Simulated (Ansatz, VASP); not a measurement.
**Two plane-wave programs on Ni**

```xyz
1
Lattice="0.0000 1.7619 1.7619 1.7619 0.0000 1.7619 1.7619 1.7619 0.0000" Properties=species:S:1:pos:R:3 pbc="T T T"
Ni    0.0000    0.0000    0.0000
```

Alike in both runs: task relaxation of cell and atoms; functional revPBE; k mesh 15 × 15 × 15; occupations fermi-dirac, width 0.05 eV; collinear spin.

|  | VASP | Ansatz |
| --- | --- | --- |
| version | VASP 6.6.1 | Ansatz 0.2.0 |
| potentials or method | VASP PAW PBE potentials, release 64 (Ni), cutoff 600 eV | plane waves (420 eV) with PAW, scalar-relativistic |
| valence electrons in the cell | 10 | 18 |

|  | VASP | Ansatz | Ansatz less VASP |
| --- | --- | --- | --- |
| net moment per atom (μB) | 0.65 | 0.66 | +0.012 |
| size of the moment on the site where the two differ most (μB) | 0.66 | 0.70 | +0.040 |
| relaxed volume (Å³/atom) | 11.13 | 11.12 | -0.002 |
| relaxed cell length with the largest relative difference (Å) | 2.506 | 2.506 | -0.0002 |

VASP's potentials were made for PBE, not for revPBE. Site moments also hang on the region over which each program counts them. VASP's potentials hold 10 valence electrons a cell and Ansatz's 18, so a difference there can come from the potentials and not from the codes.
